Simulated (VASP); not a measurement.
Runs of VASP 6.6.1 on Ge. The structure is that of space group P-3m1 (No. 164), or close to it. The cells are those of the table. 

| task | cell | k mesh | cutoff (eV) | gap on the mesh (eV) | pressure (GPa) | largest force (eV/Å) |
| --- | --- | --- | --- | --- | --- | --- |
| single point | a = 3.957, b = 3.957, c = 6.683 Å, angles 90.0, 90.0, 120.0°, 4 atoms | 6 × 6 × 4 | 520 | none | 0.0 | 0.04 |
| relaxation of cell and atoms | relaxed from a = 3.595, b = 3.595, c = 5.990 Å, angles 90.0, 90.0, 120.0°, 4 atoms | 6 × 6 × 4 | 600 | none | 0.0 | 0.01 |
| single point | a = 3.595, b = 3.595, c = 5.990 Å, angles 90.0, 90.0, 120.0°, 4 atoms | 6 × 6 × 4 | 520 | none | (a) | 1.89 |
| single point | a = 3.973, b = 3.973, c = 6.680 Å, angles 90.0, 90.0, 120.0°, 4 atoms | 12 × 12 × 8 | 520 | none | 0.0 | - |

Alike in all rows: level PBE; potentials or basis VASP PAW PBE potentials, release 64 (Ge_d); no spin polarisation; smearing gaussian 0.1 eV.

Q: Fill in the values left out.

A: (a) 32.5.

Caveats: forces of over 1 eV/Å act on the atoms, so gaps and moduli don't describe the material at rest (some runs).

A k mesh can miss the band edges, and the runs leave out spin-orbit coupling on Ge.

A gap of «none» marks levels without a gap at the run's occupations.
